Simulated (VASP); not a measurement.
InPd, 2 atoms in the cell. It takes space group Fm-3m (No. 225, cubic). The conventional cell has a = 5.564 Å, b = 5.564 Å, c = 5.564 Å, α = 90.00°, β = 90.00°, γ = 90.00°. Within 3.7 Å of In (site symmetry m-3m) lie 6 Pd at 2.78 Å. Within 3.7 Å of Pd (site symmetry m-3m) lie 6 In at 2.78 Å. 

| Item | Value |
| --- | --- |
| Program | VASP 6.6.1 |
| Task | single point |
| Functional | PBE |
| Potentials or basis | VASP PAW PBE potentials, release 64 (In_d, Pd) |
| Cutoff | 520 eV |
| k mesh | 8 × 8 × 8 |
| Occupations | fermi-dirac, width 0.05 eV |
| Spin | no spin polarisation |
| Dipole correction | no |
| Further INCAR settings | ALGO = Fast; EDIFF = 1e-07; NBANDS = 18 |

Potentials or basis: VASP PAW PBE potentials, release 64 (In_d, Pd).

The run is started by

```sh
$ cat potpaw_PBE.64/In_d/POTCAR potpaw_PBE.64/Pd/POTCAR > POTCAR
$ mpirun -np 1 vasp_std > vasp.out
```

Hardware: 1 thread of Intel(R) Xeon(R) 6975P-C (Granite Rapids), with other jobs on the host.

Problem. Estimate the wall time of this run.

Solution. Run time: 16 s on 1 thread of Intel(R) Xeon(R) 6975P-C (Granite Rapids), on a shared host, peak memory 0.16 GiB. Counts: scf iterations 15, k points 29.
